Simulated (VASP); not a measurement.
CdAs2C:

```
Cd As C
1.0
    -2.86795    2.86795    4.49979
     2.86795   -2.86795    4.49979
     2.86795    2.86795   -4.49979
Cd As C
2 4 2
Direct
  0.00000 0.00000 0.00000
  0.75000 0.25000 0.50000
  0.37500 0.46159 0.58659
  0.21159 0.62500 0.08659
  0.87500 0.78841 0.41341
  0.53841 0.12500 0.91341
  0.50000 0.50000 0.00000
  0.25000 0.75000 0.50000
```

Base run:

* Program: VASP 6.6.1
* Functional: r2SCAN
* Potentials or basis: VASP PAW PBE potentials, release 64 (Cd, As, C)
* Cutoff: 520 eV
* k mesh: 6 × 6 × 6
* Occupations: fermi-dirac, width 0.02 eV
* Spin: no spin polarisation

Its results: band gap on the k mesh 0.39 eV; pressure 0.3 GPa.

Q: The run is repeated on the same cell with these changes: functional from r2SCAN to PBE. What comes out?

A: Band gap on the k mesh 0.19 eV; pressure 2.7 GPa.

Caveats: the PAW data sets were made with another functional, which shifts forces and pressure a little (at least some runs).

A k mesh can miss the band edges.
